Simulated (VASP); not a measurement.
# Ga (Cmce) in VASP: further runs, part 3 of 3

VASP 6.6.1. Earlier steps stand in the parts before.

## (4) Single point, PBE (volume scaled by 0.99)

Contents of INCAR:

```
SYSTEM = Ga
ALGO = Normal
EDIFF = 1E-6
ENCUT = 520
GGA = PE
ISIF = 2
ISMEAR = -1
LASPH = .TRUE.
LCHARG = .FALSE.
LREAL = .FALSE.
LWAVE = .FALSE.
NBANDS = 34
NELM = 80
PREC = Accurate
SIGMA = 0.05
```

Contents of KPOINTS:

```
k-points
0
G
  9 9 8
  0 0 0
```

Contents of POSCAR:

```
Ga
1.0
    2.2478069671     -3.8096159580      0.0000000000
    2.2478069671      3.8096159580      0.0000000000
    0.0000000000      0.0000000000      4.5015938671
Ga
4
Direct
    0.1525000000      0.8475000000      0.0785000000
    0.6525000000      0.3475000000      0.4215000000
    0.8475000000      0.1525000000      0.9215000000
    0.3475000000      0.6525000000      0.5785000000
```

Potentials or basis: VASP PAW PBE potentials, release 64 (Ga_d).

On the command line:

```console
$ cat potpaw_PBE.64/Ga_d/POTCAR > POTCAR
$ mpirun -np 1 vasp_std > vasp.out
```

OUTCAR:

```text
SYSTEM = Ga
   EDIFF = 1E-6
   ENCUT = 520
   GGA = PE
   ISIF = 2
   ISMEAR = -1
   LASPH = .TRUE.
   LREAL = .FALSE.
   NELM = 80
   PREC = Accurate

 ion  position               nearest neighbor table
   1  0.153  0.847  0.078-   3 2.43   4 2.70   4 2.70   2 2.73   2 2.73   3 2.79   3 2.79
   2  0.653  0.347  0.422-   4 2.43   3 2.70   3 2.70   1 2.73   1 2.73   4 2.79   4 2.79
   3  0.847  0.153  0.922-   1 2.43   2 2.70   2 2.70   4 2.73   4 2.73   1 2.79   1 2.79
   4  0.347  0.653  0.578-   2 2.43   1 2.70   1 2.70   3 2.73   3 2.73   2 2.79   2 2.79

  LATTYP: Found a base centered orthorhombic cell.
 ALAT       =     4.4956139342
 B/A-ratio  =     1.6948145520
 C/A-ratio  =     1.0013301705

  Lattice vectors:

 A1 = (   2.2478069671,  -3.8096159580,   0.0000000000)
 A2 = (   2.2478069671,   3.8096159580,   0.0000000000)
 A3 = (   0.0000000000,   0.0000000000,   4.5015938671)

Analysis of symmetry for initial positions (statically):
=====================================================================
 Subroutine PRICEL returns:
 Original cell was already a primitive cell.

 Routine SETGRP: Setting up the symmetry group for a
 base centered orthorhombic supercell.

 Subroutine GETGRP returns: Found  8 space group operations
 (whereof  4 operations were pure point group operations)
 out of a pool of  8 trial point group operations.

The static configuration has the point symmetry C_2h.
 The point group associated with its full space group is D_2h.

Analysis of symmetry for dynamics (positions and initial velocities):
=====================================================================
 Subroutine PRICEL returns:
 Original cell was already a primitive cell.

 Routine SETGRP: Setting up the symmetry group for a
 base centered orthorhombic supercell.

 Subroutine GETGRP returns: Found  8 space group operations
 (whereof  4 operations were pure point group operations)
 out of a pool of  8 trial point group operations.

The dynamic configuration has the point symmetry C_2h.
 The point group associated with its full space group is D_2h.

 Subroutine INISYM returns: Found  8 space group operations
 (whereof  4 operations are pure point group operations),
 and found     1 'primitive' translations

----------------------------------------------------------------------------------------

                                     Primitive cell

  volume of cell :      77.0968

  direct lattice vectors                    reciprocal lattice vectors
     2.247806967 -3.809615958  0.000000000     0.222439029 -0.131246825  0.000000000
     2.247806967  3.809615958  0.000000000     0.222439029  0.131246825  0.000000000
     0.000000000  0.000000000  4.501593867     0.000000000  0.000000000  0.222143541

  length of vectors
     4.423325662  4.423325662  4.501593867     0.258272823  0.258272823  0.222143541

  position of ions in fractional coordinates (direct lattice)
     0.152500000  0.847500000  0.078500000
     0.652500000  0.347500000  0.421500000
     0.847500000  0.152500000  0.921500000
     0.347500000  0.652500000  0.578500000

  ion indices of the primitive-cell ions
   primitive index   ion index
                 1           1
                 2           2
                 3           3
[... 24 lines left out ...]
 ===========================================

 Found    125 irreducible k-points:

 Following reciprocal coordinates:
            Coordinates               Weight
  0.000000  0.000000  0.000000      1.000000
  0.111111 -0.000000  0.000000      4.000000
  0.222222 -0.000000  0.000000      4.000000
  0.333333  0.000000  0.000000      4.000000
  0.444444 -0.000000  0.000000      4.000000
  0.111111  0.111111  0.000000      2.000000
[... 16 lines left out ...]
 -0.333333  0.333333  0.000000      2.000000
  0.444444  0.444444  0.000000      2.000000
 [... further k-points ...]
   k-points           NKPTS =    125   k-points in BZ     NKDIM =    125   number of bands    NBANDS=     34
   number of dos      NEDOS =    301   number of ions     NIONS =      4
   total plane-waves  NPLWV =  46656
   dimension x,y,z NGX =    36 NGY =   36 NGZ =   36
   dimension x,y,z NGXF=    72 NGYF=   72 NGZF=   72
   ions per type =               4
   NGX,Y,Z   is equivalent  to a cutoff of  13.53, 13.53, 13.29 a.u.
   NGXF,Y,Z  is equivalent  to a cutoff of  27.06, 27.06, 26.59 a.u.
 SYSTEM =  Ga
   PREC   = accura    normal or accurate (medium, high low for compatibility)
   ISTART =      0    job   : 0-new  1-cont  2-samecut
   ICHARG =      2    charge: 1-file 2-atom 10-const
   ISPIN  =      1    spin polarized calculation?
   LNONCOLLINEAR =      F non collinear calculations
   LSORBIT =      F    spin-orbit coupling
   LASPH  =      T    aspherical Exc in radial PAW
   ENCUT  =  520.0 eV  38.22 Ry    6.18 a.u.   8.22  8.22  8.37*2*pi/ulx,y,z
   NELM   =     80;   NELMIN=  2; NELMDL= -5     # of ELM steps
   EDIFF  = 0.1E-05   stopping-criterion for ELM
   LREAL  =      F    real-space projection
   EDIFFG = 0.1E-04   stopping-criterion for IOM
   NSW    =      0    number of steps for IOM
   IBRION =     -1    ionic relax: 0-MD 1-quasi-New 2-CG
   NFREE  =      0    steps in history (QN), initial steepest desc. (CG)
   ISIF   =      2    stress and relaxation
   ISYM   =      2    0-nonsym 1-usesym 2-fastsym
   POTIM  = 0.5000    time-step for ionic-motion
   TEBEG  =    0.0;   TEEND  =   0.0 temperature during run
   PSTRESS=    0.0 pullay stress
   NELECT =      52.0000    total number of electrons
   NUPDOWN=      -1.0000    fix difference up-down
   EMIN   =  10.00;   EMAX   =-10.00  energy-range for DOS
   EFERMI =   0.00;   METHOD = LEGACY
   ISMEAR =    -1;   SIGMA  =   0.05  broadening in eV -4-tet -1-fermi 0-gaus
   EFERMI_NEDOS =   21; number of points for ismear=-14 and -15
   IALGO  =     38    algorithm
   IMIX   =      4    mixing-type and parameters
     AMIX     =   0.40;   BMIX     =  1.00
     AMIX_MAG =   1.60;   BMIX_MAG =  1.00
  volume/ion in A,a.u.               =      19.27       130.07
  Fermi-wavevector in a.u.,A,eV,Ry     =   1.435700  2.713080 28.044807  2.061235
  Thomas-Fermi vector in A             =   2.554970
   LORBIT       =      0    0 simple, 1 ext, 2 COOP (PROOUT), +10 PAW based schemes
   GGA     = PE    functional components
   LHFCALC =     F    Hartree Fock is set to
   AEXX    =    0.0000 exact exchange contribution
   IVDW    =     0    specifies the selected vdW correction
   LEPSILON=     F    determine dielectric tensor
   LRPA    =     F    only Hartree local field effects (RPA)
 non-spin polarized calculation
  energy-cutoff  :      520.00
  volume of cell :       77.10
 maximum number of plane-waves:      2096
 NGX is ok and might be reduce to    36
   NGX = 17   NGY = 17   NGZ = 17

 number of electron      52.0000015 magnetization

 Free energy of the ion-electron system (eV)
  ---------------------------------------------------
  ext. energy  EPLUGINS =         0.00000000
  ---------------------------------------------------
  free energy    TOTEN  =       -11.56044380 eV

  energy without entropy =      -11.55233430  energy(sigma->0) =      -11.55638905

 E-fermi :   5.1834     XC(G=0): -10.7333

 val. band max:        5.1785391779   @ k =  -0.4444   0.3333   0.1250
 cond. band min:       5.1918451503   @ k =   0.0000   0.0000   0.5000
 fundamental gap:      0.0133059724
 Fermi energy:         5.1833988239

 k-point     1 :       0.0000    0.0000    0.0000
  band No.  band energies     occupation
      1      -9.9996      2.00000
      2      -9.9912      2.00000
      3      -9.9905      2.00000
      4      -9.9644      2.00000
      5      -9.9103      2.00000
      6      -9.8791      2.00000
[... 877 lines left out ...]
     33      11.9954      0.00000
     34      13.1144      0.00000

 [... further k-points ...]

------------------------ aborting loop because EDIFF is reached ----------------------------------------

  FORCE on cell =-STRESS in cart. coord.  units (eV):
  Direction    XX          YY          ZZ          XY          YZ          ZX
  --------------------------------------------------------------------------------------
  -------------------------------------------------------------------------------------
  Total        1.0529096      2.2945986      1.0437966      0.0000000      0.0000000      0.0000000
  in kB       21.8808977     47.6848905     21.6915178      0.0000000      0.0000000      0.0000000
  external PRESSURE =      30.4191020 kB  Pullay stress =       0.0000000 kB

 VOLUME and BASIS-vectors are now :
 -----------------------------------------------------------------------------
  energy-cutoff  :      520.00
  volume of cell :       77.10
      direct lattice vectors                 reciprocal lattice vectors
     2.247806967 -3.809615958  0.000000000     0.222439029 -0.131246825  0.000000000
     2.247806967  3.809615958  0.000000000     0.222439029  0.131246825  0.000000000
     0.000000000  0.000000000  4.501593867     0.000000000  0.000000000  0.222143541

 POSITION                                       TOTAL-FORCE (eV/Angst)
 -----------------------------------------------------------------------------------
      2.24781      2.64768      0.35338         0.000000     -0.425985      0.120158
      2.24781     -1.16193      1.89742         0.000000     -0.425985     -0.120158
      2.24781     -2.64768      4.14822         0.000000      0.425985     -0.120158
      2.24781      1.16193      2.60417         0.000000      0.425985      0.120158
 -----------------------------------------------------------------------------------
    total drift:                                0.000000      0.000000     -0.000000

  FREE ENERGIE OF THE ION-ELECTRON SYSTEM (eV)
  ---------------------------------------------------
  free  energy   TOTEN  =       -11.5604438030 eV

  energy  without entropy=      -11.5523343042  energy(sigma->0) =      -11.55638905
```

OSZICAR:

```text
N       E                     dE             d eps       ncg     rms          rms(c)
DAV:   1     0.357650336955E+03    0.35765E+03   -0.25456E+04  8812   0.289E+03
DAV:   2     0.323010302479E+02   -0.32535E+03   -0.31712E+03  8804   0.533E+02
DAV:   3    -0.102936395242E+02   -0.42595E+02   -0.42060E+02  9562   0.151E+02
DAV:   4    -0.116308124178E+02   -0.13372E+01   -0.13316E+01 10062   0.298E+01
DAV:   5    -0.116585182063E+02   -0.27706E-01   -0.27698E-01 10680   0.446E+00    0.258E+00
DAV:   6    -0.115778223335E+02    0.80696E-01   -0.20137E-01 10792   0.613E+00    0.142E+00
DAV:   7    -0.115613842720E+02    0.16438E-01   -0.59225E-02 12582   0.268E+00    0.311E-01
DAV:   8    -0.115602670160E+02    0.11173E-02   -0.14428E-02  9180   0.129E+00    0.481E-02
DAV:   9    -0.115604351137E+02   -0.16810E-03   -0.12175E-03  9258   0.358E-01    0.266E-02
DAV:  10    -0.115604410966E+02   -0.59829E-05   -0.21696E-04 10270   0.159E-01    0.692E-03
DAV:  11    -0.115604449171E+02   -0.38205E-05   -0.38928E-05  9734   0.703E-02    0.578E-03
DAV:  12    -0.115604437566E+02    0.11605E-05   -0.15177E-05 10008   0.472E-02    0.864E-04
DAV:  13    -0.115604438030E+02   -0.46453E-07   -0.11735E-06  6234   0.974E-03
   1 F= -.11560444E+02 E0= -.11556389E+02  d E =-.810950E-02
```

Run time: 2.7 min. Hardware: 1 thread of Intel Xeon 6975P-C (Granite Rapids), shared host; peak memory 0.36 GiB.

Results:

| Quantity | Value |
| --- | --- |
| Free energy | -11.5604 eV |
| Pressure | 3.0 GPa |
| Largest force | 0.443 eV/Å |
| Band gap on the k mesh | zero (band 26 reaches 5.60 eV, above the bottom of band 27 at 4.34 eV) |

Forces on the atoms (eV/Å):
```
Ga   0.000 -0.426  0.120
Ga   0.000 -0.426 -0.120
Ga   0.000  0.426 -0.120
Ga   0.000  0.426  0.120
```

Levels at points of the mesh, in eV from the Fermi level:
```tsv
k point	band 22	band 23	band 24	band 25	band 26	band 27	band 28	band 29	band 30	band 31
(0.00, 0.00, 0.00)	-4.33	-3.70	-1.65	-1.60	-0.89	0.92	0.95	0.99	5.19	5.50
(0.00, 0.00, 0.50)	-9.26	-0.14	-0.14	0.01	0.01	0.12	0.12	2.17	2.17	3.76
```

## (5) Overview

```tsv
cell	gap on the mesh (eV)	pressure (GPa)	largest force (eV/Å)
a = 4.525, b = 4.525, c = 4.605 Å, angles 90.0, 90.0, 118.9°, 4 atoms	none	-0.7	0.41
a = 4.378, b = 4.378, c = 4.456 Å, angles 90.0, 90.0, 118.9°, 4 atoms	none	5.2	0.46
a = 4.423, b = 4.423, c = 4.502 Å, angles 90.0, 90.0, 118.9°, 4 atoms	none	3.0	0.44
```

Alike in all rows: task single point; level PBE; potentials or basis VASP PAW PBE potentials, release 64 (Ga_d); no spin polarisation; k mesh 9 × 9 × 8; cutoff (eV) 520; smearing fermi-dirac 0.05 eV.

Absolute energies hang on the potentials; compare differences alone.
